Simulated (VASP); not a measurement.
A run of VASP 6.6.1 is set up as follows.

The input POSCAR:

```
CdTe
1.0
    0.0000000000      3.2953288313      3.0317025248
    3.2953288313      0.0000000000      3.0317025248
    3.2953288313      3.2953288313      0.0000000000
Cd Te
1 1
Direct
    0.0000000000      0.0000000000      0.0000000000
    0.7500000000      0.7500000000      0.7500000000
```

Contents of INCAR.step1:

```
PREC     = Accurate       # precision mode
ENCUT    = 520            # plane-wave cutoff, eV
ISMEAR   = 0              # smearing method
SIGMA    = 0.05           # smearing width, eV
LREAL    = False          # projectors in reciprocal space
LASPH    = True           # aspherical terms in the spheres
NELM     = 80             # most SCF steps
NBANDS   = 16             # bands
GGA      = PE             # functional
ALGO     = Normal         # electronic algorithm
EDIFF    = 1E-4           # SCF threshold, eV
LWAVE    = True           # write WAVECAR
LCHARG   = False          # write CHGCAR
```

File INCAR.step2:

```
PREC     = Accurate       # precision mode
ENCUT    = 520            # plane-wave cutoff, eV
EDIFF    = 1E-7           # SCF threshold, eV
ISMEAR   = 0              # smearing method
SIGMA    = 0.05           # smearing width, eV
LREAL    = False          # projectors in reciprocal space
LASPH    = True           # aspherical terms in the spheres
NELM     = 80             # most SCF steps
ALGO     = Normal         # electronic algorithm
ISIF     = 2              # what is computed and relaxed
LWAVE    = False          # write WAVECAR
LCHARG   = True           # write CHGCAR
METAGGA  = R2SCAN         # meta-GGA
LMIXTAU  = True         
LELF     = True           # ELF
LVHAR    = True         
NBANDS   = 16             # bands
ISTART   = 1
```

Contents of KPOINTS:

```
Automatic mesh
0
Gamma
  8 8 8
```

Potentials or basis: VASP PAW PBE potentials, release 64 (Cd, Te).

Launch:

```bash
$ cat potpaw_PBE.64/Cd/POTCAR potpaw_PBE.64/Te/POTCAR > POTCAR
$ cp INCAR.step1 INCAR
$ mpirun -np 1 vasp_std > vasp.out
$ cp INCAR.step2 INCAR
$ mpirun -np 1 vasp_std > vasp.out
```

(1) Estimate the pressure.

(2) Predict the band gap on the k mesh.

## Answers

(1) 3.2 GPa.

(2) 1.20 eV.

Caveat: the cell stands under pressure; the PAW data sets were made with another functional, which shifts forces and pressure a little; spin-orbit coupling is left out, which moves the levels of the heavy elements.
